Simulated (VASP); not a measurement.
Here is a VASP 6.6.1 calculation.

Contents of POSCAR:

```
ZnS
1.0
   -3.8067217473      0.0000000000      0.0000000000
   -1.9033608736     -3.2967177383      0.0000000000
   -5.2344327386     -3.0221011507     12.4914703042
Zn S
4 4
Direct
   -0.4976039140     -0.4976039140      0.9064440355
   -0.0392539140     -0.0392539140      0.4064440355
    0.5232544193      0.5232544193      0.1564440355
    0.0649044193      0.0649044193      0.6564440355
    0.2475705807      0.2475705807      0.0935559645
   -0.2107794193     -0.2107794193      0.5935559645
    0.3517289140      0.3517289140      0.3435559645
   -0.1066210860     -0.1066210860      0.8435559645
```

The input INCAR.step1:

```
ALGO     = Normal         # electronic algorithm
EDIFF    = 1E-4           # SCF threshold, eV
ENCUT    = 520            # plane-wave cutoff, eV
GGA      = PE             # functional
ISMEAR   = 0              # smearing method
LASPH    = T              # aspherical terms in the spheres
LCHARG   = F              # write CHGCAR
LREAL    = F              # projectors in reciprocal space
LWAVE    = T              # write WAVECAR
NBANDS   = 46             # bands
NELM     = 60             # most SCF steps
PREC     = Accurate       # precision mode
SIGMA    = 0.05           # smearing width, eV
```

INCAR.step2

```
ALGO     = Normal         # electronic algorithm
EDIFF    = 1E-7           # SCF threshold, eV
ENCUT    = 520            # plane-wave cutoff, eV
ISIF     = 2              # what is computed and relaxed
ISMEAR   = 0              # smearing method
ISTART   = 1            
LASPH    = T              # aspherical terms in the spheres
LCHARG   = F              # write CHGCAR
LMIXTAU  = T            
LREAL    = F              # projectors in reciprocal space
LWAVE    = F              # write WAVECAR
METAGGA  = R2SCAN         # meta-GGA
NBANDS   = 46             # bands
NELM     = 60             # most SCF steps
PREC     = Accurate       # precision mode
SIGMA    = 0.05           # smearing width, eV
```

KPOINTS

```
k-points
0
Gamma
  7 7 2
```

Potentials or basis: VASP PAW PBE potentials, release 64 (Zn, S).

The run is started by

```console
$ cat potpaw_PBE.64/Zn/POTCAR potpaw_PBE.64/S/POTCAR > POTCAR
$ cp INCAR.step1 INCAR
$ mpirun -np 1 vasp_std > vasp.out
$ cp INCAR.step2 INCAR
$ mpirun -np 1 vasp_std > vasp.out
```

Estimate the band gap on the k mesh.

2.71 eV.

Predict the largest force.

0.377 eV/Å.

Forces in eV/Å, atoms in the order of the input:
```
Zn   0.166  0.096  0.148
Zn   0.004  0.003 -0.017
Zn  -0.017 -0.010  0.015
Zn   0.019  0.011 -0.040
S   -0.269 -0.155 -0.213
S    0.001  0.001  0.030
S   -0.018 -0.010  0.038
S    0.113  0.065  0.040
```

Caveat: the cell differs from its parent crystal (the part above a cut slid along it); the PAW data sets were made with another functional, which shifts forces and pressure a little.
